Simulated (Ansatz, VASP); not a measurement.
**One calculation of W, two programs**

```
W
1.0
    -1.58234    1.58234    1.58234
     1.58234   -1.58234    1.58234
     1.58234    1.58234   -1.58234
W
1
Cartesian
  0.0000 0.0000 0.0000
```

Alike in both runs: task single point; functional PBEsol; k mesh 12 × 12 × 12; occupations methfessel-paxton of order 1, width 0.05 eV; no spin polarisation.

|  | VASP | Ansatz |
| --- | --- | --- |
| version | VASP 6.6.1 | Ansatz 0.2.0 |
| potentials or method | VASP PAW PBE potentials, release 64 (W_sv) | plane waves, PAW |
| plane-wave cutoff (eV) | 500 | 420 |
| valence electrons in the cell | 14 | 14 |

|  | VASP | Ansatz | Ansatz less VASP |
| --- | --- | --- | --- |
| gap on the k mesh at the Fermi level (eV) | none | none | - |
| pressure (GPa) | -2.2 | -2.9 | -0.73 |

VASP's potentials were made for PBE, not for PBEsol. A gap of «none» marks a metal or a gap that the smearing closes. With one functional, cell and mesh, what is left measures potentials, basis and numerics.

Neither program's run includes spin-orbit coupling.
